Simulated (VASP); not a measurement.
# Si16O31 (a cell with a defect) in VASP: further runs

Runs on Si16O31 (a cell with a defect). Level: LDA. Tasks: single point.

Program: VASP 6.6.1. These are calculated values, not measurements. Logs are shortened: lines on timing, memory, paths and dates and some standing lists are left out, and cuts for length are marked.

## 1. The cell of the first run

The cell holds a defect, 47 atoms: a = 9.916 Å, b = 8.741 Å, c = 8.679 Å, α = 90.00°, β = 90.00°, γ = 90.00°.

## 2. Single point, LDA

Input file INCAR:

```
ALGO = Normal
EDIFF = 1E-6
ENCUT = 520
GGA = CA
ISIF = 2
ISMEAR = -1
LASPH = True
LCHARG = False
LREAL = Auto
LWAVE = False
NBANDS = 154
NELM = 60
PREC = Accurate
SIGMA = 0.05
```

Input file KPOINTS:

```
k-points
0
Gamma
  1 1 1
```

Input file POSCAR:

```
Si16O31
1.0
    9.9160140000      0.0000000000      0.0000000000
    0.0000000000      8.7413230000      0.0000000000
    0.0000000000      0.0000000000      8.6786430000
Si O
16 31
Direct
    0.4741465674      0.1745023036      0.1733055502
    0.0107856847      0.8417570201      0.1855507825
    0.2339331106      0.3396179274      0.3097400135
    0.4748032829      0.1624679697      0.8131856559
    0.0311393267      0.8220701832      0.8218461112
    0.2269293892      0.3167703562      0.6630026146
    0.2850187585      0.6984400416      0.3160722247
    0.2846553061      0.6734853523      0.6757246496
    0.9854572614      0.1925277215      0.1706966170
    0.4756524144      0.8183437450      0.1987438589
    0.7294644804      0.3256908594      0.3165387722
    0.9801228599      0.1700965632      0.8096681705
    0.5240152949      0.8130968276      0.8358668515
    0.7265969975      0.3140185988      0.6755538856
    0.7508230626      0.6825534304      0.3355516525
    0.7750740368      0.6682885417      0.6963894010
    0.0006628672      0.8142689613      0.0030796289
    0.2819111591      0.5145894963      0.2920181185
    0.2797364949      0.7318079883      0.4997931128
    0.5083967207      0.1864522110     -0.0071952493
    0.0725612126      0.2789411854      0.7044458448
    0.4363419616      0.6947706886      0.7362895328
    0.0104726556     -0.0047551154      0.7650394192
    0.3234685832      0.2367920737      0.1964057054
    0.1475686702      0.7648744933      0.2443551371
    0.2489292573      0.4958517149      0.6911594359
    0.1832854411      0.7712594535      0.7823534163
    0.0786522689      0.3160490695      0.2590362341
    0.3230224362      0.2137888052      0.7712803718
    0.2549512334      0.2806766207      0.4840136874
    0.0186544714      0.0211454262      0.2267281878
    0.6140669023      0.7509214566      0.2667300637
    0.4796750993      0.7965314861      0.0134239881
    0.7568485684      0.5046257872      0.2896210848
    0.7448910419      0.7069002026      0.5188813505
    1.0108206786      0.2032151197     -0.0117267181
    0.5732991099      0.2672537098      0.7112927678
    0.9298910833      0.7085718031      0.7332565702
    0.4958872587     -0.0159440396      0.7743359186
    0.8302632489      0.2289976014      0.2093816971
    0.7501578759      0.4890482825      0.7249749759
    0.6803048080      0.7686603046      0.8093219182
    0.5776749609      0.2792549823      0.2698325072
    0.8242348185      0.2055802079      0.7747480799
    0.7555247502      0.2878055187      0.4952910265
    0.4771546309      0.0004895140      0.2339546632
    0.8810020841      0.7673468879      0.2666986071
```

Potentials or basis: VASP PAW LDA potentials, release 64 (Si, O).

Command:

```console
$ cat potpaw_LDA.64/Si/POTCAR potpaw_LDA.64/O/POTCAR > POTCAR
$ mpirun -np 1 vasp_gam > vasp.out
```

OUTCAR:

```text
EDIFF = 1E-6
   ENCUT = 520
   GGA = CA
   ISIF = 2
   ISMEAR = -1
   LASPH = True
   LREAL = Auto
   NELM = 60
   PREC = Accurate

 ion  position               nearest neighbor table
   1  0.474  0.175  0.173-  24 1.60  20 1.61  46 1.61  43 1.61   3 3.03  11 3.11  10 3.12   4 3.13

   2  0.011  0.842  0.186-  25 1.60  47 1.60  17 1.60  31 1.61   9 3.08
   3  0.234  0.340  0.310-  24 1.60  18 1.61  30 1.61  28 1.61   1 3.03   9 3.03   6 3.07
   4  0.475  0.162  0.813-  37 1.60  20 1.61  39 1.61  29 1.61  14 3.07   6 3.09  13 3.10   1 3.13

   5  0.031  0.822  0.822-  17 1.60  23 1.61  38 1.61  27 1.61  16 3.07  12 3.09   8 3.10
   6  0.227  0.317  0.663-  26 1.60  21 1.61  30 1.61  29 1.61  12 3.04   3 3.07   4 3.09
   7  0.285  0.698  0.316-  25 1.61  18 1.62  19 1.62  10 2.39   8 3.13
   8  0.285  0.673  0.676-  26 1.60  22 1.60  19 1.61  27 1.61  13 3.01   5 3.10   7 3.13
   9  0.985  0.193  0.171-  36 1.61  40 1.61  31 1.61  28 1.61   3 3.03  11 3.07   2 3.08  12 3.14

  10  0.476  0.818  0.199-  32 1.61  33 1.62  46 1.62   7 2.39   1 3.12
  11  0.729  0.326  0.317-  34 1.60  40 1.61  45 1.61  43 1.61   9 3.07   1 3.11  14 3.12  15 3.13

  12  0.980  0.170  0.810-  23 1.61  44 1.61  36 1.61  21 1.61   6 3.04  14 3.04   5 3.09   9 3.14

  13  0.524  0.813  0.836-  22 1.60  33 1.61  39 1.61  42 1.61   8 3.01  16 3.04   4 3.10
  14  0.727  0.314  0.676-  37 1.60  44 1.61  41 1.61  45 1.61  12 3.04   4 3.07  11 3.12  16 3.14

  15  0.751  0.683  0.336-  32 1.60  47 1.60  35 1.61  34 1.61  11 3.13  16 3.14
  16  0.775  0.668  0.696-  35 1.61  41 1.61  38 1.61  42 1.62  13 3.04   5 3.07  14 3.14  15 3.14

  17  0.001  0.814  0.003-   5 1.60   2 1.60
  18  0.282  0.515  0.292-   3 1.61   7 1.62
  19  0.280  0.732  0.500-   8 1.61   7 1.62
  20  0.508  0.186  0.993-   1 1.61   4 1.61
  21  0.073  0.279  0.704-  12 1.61   6 1.61
  22  0.436  0.695  0.736-  13 1.60   8 1.60
[... 23 lines left out ...]
  46  0.477  0.000  0.234-   1 1.61  10 1.62
  47  0.881  0.767  0.267-  15 1.60   2 1.60

  LATTYP: Found a simple orthorhombic cell.
 ALAT       =     8.6786430000
 B/A-ratio  =     1.0072223273
 C/A-ratio  =     1.1425765526

  Lattice vectors:

 A1 = (   0.0000000000,   0.0000000000,  -8.6786430000)
 A2 = (   0.0000000000,   8.7413230000,   0.0000000000)
 A3 = (   9.9160140000,   0.0000000000,   0.0000000000)

Analysis of symmetry for initial positions (statically):
=====================================================================
 Subroutine PRICEL returns:
 Original cell was already a primitive cell.

 Routine SETGRP: Setting up the symmetry group for a
 simple orthorhombic supercell.

 Subroutine GETGRP returns: Found  1 space group operations
 (whereof  1 operations were pure point group operations)
 out of a pool of  8 trial point group operations.

The static configuration has the point symmetry C_1 .

Analysis of symmetry for dynamics (positions and initial velocities):
=====================================================================
 Subroutine PRICEL returns:
 Original cell was already a primitive cell.

 Routine SETGRP: Setting up the symmetry group for a
 simple orthorhombic supercell.

 Subroutine GETGRP returns: Found  1 space group operations
 (whereof  1 operations were pure point group operations)
 out of a pool of  8 trial point group operations.

The dynamic configuration has the point symmetry C_1 .

 Subroutine INISYM returns: Found  1 space group operations
 (whereof  1 operations are pure point group operations),
 and found     1 'primitive' translations

----------------------------------------------------------------------------------------

                                     Primitive cell

  volume of cell :     752.2568

  direct lattice vectors                    reciprocal lattice vectors
     9.916014000  0.000000000  0.000000000     0.100846973  0.000000000  0.000000000
     0.000000000  8.741323000  0.000000000     0.000000000  0.114399159  0.000000000
     0.000000000  0.000000000  8.678643000     0.000000000  0.000000000  0.115225387

  length of vectors
     9.916014000  8.741323000  8.678643000     0.100846973  0.114399159  0.115225387

  position of ions in fractional coordinates (direct lattice)
     0.474146567  0.174502304  0.173305550
     0.010785685  0.841757020  0.185550783
     0.233933111  0.339617927  0.309740013
     0.474803283  0.162467970  0.813185656
     0.031139327  0.822070183  0.821846111
     0.226929389  0.316770356  0.663002615
[... 39 lines left out ...]
     0.477154631  0.000489514  0.233954663
     0.881002084  0.767346888  0.266698607

  ion indices of the primitive-cell ions
   primitive index   ion index
                 1           1
                 2           2
                 3           3
                 4           4
                 5           5
                 6           6
[... 39 lines left out ...]
                46          46
                47          47

----------------------------------------------------------------------------------------

 KPOINTS: k-points

Automatic generation of k-mesh.
 Grid dimensions read from file:
 generate k-points for:    1    1    1

 Generating k-lattice:

  Cartesian coordinates                     Fractional coordinates (reciprocal lattice)
     0.100846973  0.000000000  0.000000000     1.000000000  0.000000000  0.000000000
     0.000000000  0.114399159  0.000000000     0.000000000  1.000000000  0.000000000
     0.000000000  0.000000000  0.115225387     0.000000000  0.000000000  1.000000000

  Length of vectors
     0.100846973  0.114399159  0.115225387

  Shift w.r.t. Gamma in fractional coordinates (k-lattice)
     0.000000000  0.000000000  0.000000000

 Subroutine IBZKPT returns following result:
 ===========================================

 Found      1 irreducible k-points:

 Following reciprocal coordinates:
            Coordinates               Weight
  0.000000  0.000000  0.000000      1.000000
   k-points           NKPTS =      1   k-points in BZ     NKDIM =      1   number of bands    NBANDS=    154
   number of dos      NEDOS =    301   number of ions     NIONS =     47
   total plane-waves  NPLWV = 392000
   dimension x,y,z NGX =    80 NGY =   70 NGZ =   70
   dimension x,y,z NGXF=   160 NGYF=  140 NGZF=  140
   ions per type =              16  31
   NGX,Y,Z   is equivalent  to a cutoff of  13.41, 13.31, 13.41 a.u.
   NGXF,Y,Z  is equivalent  to a cutoff of  26.82, 26.63, 26.82 a.u.
 SYSTEM =  unknown system
   PREC   = accura    normal or accurate (medium, high low for compatibility)
   ISTART =      0    job   : 0-new  1-cont  2-samecut
   ICHARG =      2    charge: 1-file 2-atom 10-const
   ISPIN  =      1    spin polarized calculation?
   LNONCOLLINEAR =      F non collinear calculations
   LSORBIT =      F    spin-orbit coupling
   LASPH  =      T    aspherical Exc in radial PAW
   ENCUT  =  520.0 eV  38.22 Ry    6.18 a.u.  18.44 16.25 16.14*2*pi/ulx,y,z
   NELM   =     60;   NELMIN=  2; NELMDL= -5     # of ELM steps
   EDIFF  = 0.1E-05   stopping-criterion for ELM
   LREAL  =      T    real-space projection
   EDIFFG = 0.1E-04   stopping-criterion for IOM
   NSW    =      0    number of steps for IOM
[... 5 lines left out ...]
   TEBEG  =    0.0;   TEEND  =   0.0 temperature during run
   PSTRESS=    0.0 pullay stress
   NELECT =     250.0000    total number of electrons
   NUPDOWN=      -1.0000    fix difference up-down
   EMIN   =  10.00;   EMAX   =-10.00  energy-range for DOS
   EFERMI =   0.00;   METHOD = LEGACY
   ISMEAR =    -1;   SIGMA  =   0.05  broadening in eV -4-tet -1-fermi 0-gaus
   EFERMI_NEDOS =   21; number of points for ismear=-14 and -15
   IALGO  =     38    algorithm
   IMIX   =      4    mixing-type and parameters
     AMIX     =   0.40;   BMIX     =  1.00
     AMIX_MAG =   1.60;   BMIX_MAG =  1.00
  volume/ion in A,a.u.               =      16.01       108.01
  Fermi-wavevector in a.u.,A,eV,Ry     =   1.133965  2.142882 17.495398  1.285875
  Thomas-Fermi vector in A             =   2.270668
   LORBIT       =      0    0 simple, 1 ext, 2 COOP (PROOUT), +10 PAW based schemes
   GGA     = CA    functional components
   LHFCALC =     F    Hartree Fock is set to
   AEXX    =    0.0000 exact exchange contribution
   IVDW    =     0    specifies the selected vdW correction
   LEPSILON=     F    determine dielectric tensor
   LRPA    =     F    only Hartree local field effects (RPA)
 non-spin polarized calculation
  energy-cutoff  :      520.00
  volume of cell :      752.26
 maximum number of plane-waves:     10133
 NGX is ok and might be reduce to    80
   NGX = 37   NGY = 33   NGZ = 33

 number of electron     249.9999999 magnetization

 Free energy of the ion-electron system (eV)
  ---------------------------------------------------
  ext. energy  EPLUGINS =         0.00000000
  ---------------------------------------------------
  free energy    TOTEN  =      -404.00560839 eV

  energy without entropy =     -404.00560839  energy(sigma->0) =     -404.00560839

 E-fermi :   0.5416     XC(G=0):  -8.3284

 val. band max:       -0.6504420112   @ k =   0.0000   0.0000   0.0000
 cond. band min:       4.7840299584   @ k =   0.0000   0.0000   0.0000
 fundamental gap:      5.4344719697
 Fermi energy:         0.5416332063

 k-point     1 :       0.0000    0.0000    0.0000
  band No.  band energies     occupation
      1     -20.0218      2.00000
      2     -19.6137      2.00000
      3     -19.5994      2.00000
      4     -19.5841      2.00000
      5     -19.4798      2.00000
      6     -19.1470      2.00000
[... 129 lines left out ...]
    136       7.6832      0.00000
    137       7.8524      0.00000
 [bands above 137 left out]

------------------------ aborting loop because EDIFF is reached ----------------------------------------

  FORCE on cell =-STRESS in cart. coord.  units (eV):
  Direction    XX          YY          ZZ          XY          YZ          ZX
  --------------------------------------------------------------------------------------
  -------------------------------------------------------------------------------------
  Total       -0.9576766      0.1003899     -0.7915042     -3.0094154      0.2441488      2.6680312
  in kB       -2.0396861      0.2138131     -1.6857675     -6.4095361      0.5199948      5.6824467
  external PRESSURE =      -1.1705468 kB  Pullay stress =       0.0000000 kB

 VOLUME and BASIS-vectors are now :
 -----------------------------------------------------------------------------
  energy-cutoff  :      520.00
  volume of cell :      752.26
      direct lattice vectors                 reciprocal lattice vectors
     9.916014000  0.000000000  0.000000000     0.100846973  0.000000000  0.000000000
     0.000000000  8.741323000  0.000000000     0.000000000  0.114399159  0.000000000
     0.000000000  0.000000000  8.678643000     0.000000000  0.000000000  0.115225387

 POSITION                                       TOTAL-FORCE (eV/Angst)
 -----------------------------------------------------------------------------------
      4.70164      1.52538      1.50406         0.003833      0.007957      0.007993
      0.10695      7.35807      1.61033         0.000284     -0.023842      0.026154
      2.31968      2.96871      2.68812        -0.001846      0.009889     -0.016948
      4.70816      1.42019      7.05735        -0.010507      0.003829     -0.013850
      0.30878      7.18598      7.13251         0.017321     -0.011559     -0.005794
      2.25024      2.76899      5.75396        -0.007547     -0.001185      0.018208
[... 39 lines left out ...]
      4.73147      0.00428      2.03041        -0.008244      0.003147      0.008183
      8.73603      6.70763      2.31458         0.006012      0.008870      0.005930
 -----------------------------------------------------------------------------------
    total drift:                                0.013005      0.013106      0.007520

  FREE ENERGIE OF THE ION-ELECTRON SYSTEM (eV)
  ---------------------------------------------------
  free  energy   TOTEN  =      -404.0056083874 eV

  energy  without entropy=     -404.0056083873  energy(sigma->0) =     -404.00560839
```

Wall time 5 min (1 thread of Intel Xeon Platinum 8488C (Sapphire Rapids), shared host); peak memory 0.49 GiB.

Results:

* Free energy: -404.0056 eV
* Pressure: -0.1 GPa
* Largest force: 0.094 eV/Å
* Band gap on the k mesh: 5.43 eV

Forces in eV/Å, atoms in the order of the input:
```
Si   0.004  0.008  0.008
Si   0.000 -0.024  0.026
Si  -0.002  0.010 -0.017
Si  -0.011  0.004 -0.014
Si   0.017 -0.012 -0.006
Si  -0.008 -0.001  0.018
Si   0.061  0.046 -0.051
Si   0.004 -0.006  0.013
Si  -0.006  0.014 -0.001
Si  -0.056 -0.056  0.051
Si  -0.009 -0.006 -0.020
Si  -0.008  0.004 -0.010
Si   0.016 -0.010  0.007
Si  -0.011 -0.004  0.010
Si   0.001  0.026 -0.019
Si   0.012  0.001  0.021
O   -0.006  0.004 -0.006
O    0.009  0.001  0.004
O    0.002  0.004  0.004
O    0.015  0.000 -0.004
O   -0.011  0.004 -0.018
O    0.013 -0.019 -0.004
O    0.000  0.005 -0.004
O   -0.007 -0.007 -0.021
O    0.009  0.003 -0.004
O   -0.004  0.001 -0.009
O    0.006  0.003  0.010
O   -0.012  0.020  0.006
O   -0.005 -0.003  0.007
O    0.009 -0.008 -0.006
O    0.005  0.006  0.006
O   -0.005  0.004  0.004
O   -0.008  0.005 -0.002
O    0.000 -0.006 -0.001
O    0.001  0.002  0.005
O    0.006  0.001 -0.005
O   -0.010  0.003 -0.013
O    0.005 -0.011 -0.004
O   -0.002 -0.003 -0.006
O   -0.009 -0.006 -0.011
O   -0.006 -0.012 -0.001
O    0.009  0.011  0.022
O   -0.006  0.007  0.007
O   -0.009 -0.013  0.006
O    0.008 -0.003  0.008
O   -0.008  0.003  0.008
O    0.006  0.009  0.006
```

Levels at points of the mesh, in eV from the valence-band top:
| k point | band 122 | band 123 | band 124 | band 125 | band 126 | band 127 | band 128 | band 129 |
| --- | --- | --- | --- | --- | --- | --- | --- | --- |
| (0.00, 0.00, 0.00) | -0.28 | -0.22 | -0.19 | 0.00 | 5.43 | 6.52 | 6.56 | 7.11 |

Caveat: the k points lie up to 0.72 Å⁻¹ apart.

(Part 1 of 2 ends here.)
